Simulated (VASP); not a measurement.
A run of VASP 6.6.1:

The input INCAR:

```
SYSTEM = CdIn
  PREC = Accurate
  ENCUT = 520
  EDIFF = 1E-6
  ISMEAR = 0
  SIGMA = 0.15
  LREAL = .False.
  LASPH = .True.
  NELM = 80
  ALGO = Fast
  ISIF = 2
  LWAVE = .False.
  LCHARG = .False.
  GGA = PS
  NBANDS = 20
```

The input KPOINTS:

```
Automatic mesh
0
Gamma
  18 18 10
  0 0 0
```

File POSCAR:

```
CdIn
1.0
    3.2173192956      0.0000000000      0.0000000000
   -1.6086596478      2.7862802420      0.0000000000
    0.0000000000      0.0000000000      5.2825887455
Cd In
1 1
Direct
    0.0000000000      0.0000000000      0.5000000000
    0.6666666667      0.3333333333      0.0000000000
```

Potentials or basis: VASP PAW PBE potentials, release 64 (Cd, In_d).

Launch:

```bash
$ cat potpaw_PBE.64/Cd/POTCAR potpaw_PBE.64/In_d/POTCAR > POTCAR
$ mpirun -np 1 vasp_std > vasp.out
```

Hardware: 1 thread of Intel(R) Xeon(R) 6975P-C (Granite Rapids), on a shared host.

Question: Estimate the wall time of this run.

Answer: Wall time 68 s on 1 thread of Intel(R) Xeon(R) 6975P-C (Granite Rapids) (shared host), peak memory 0.32 GiB. Counts: scf iterations 15, k points 222.
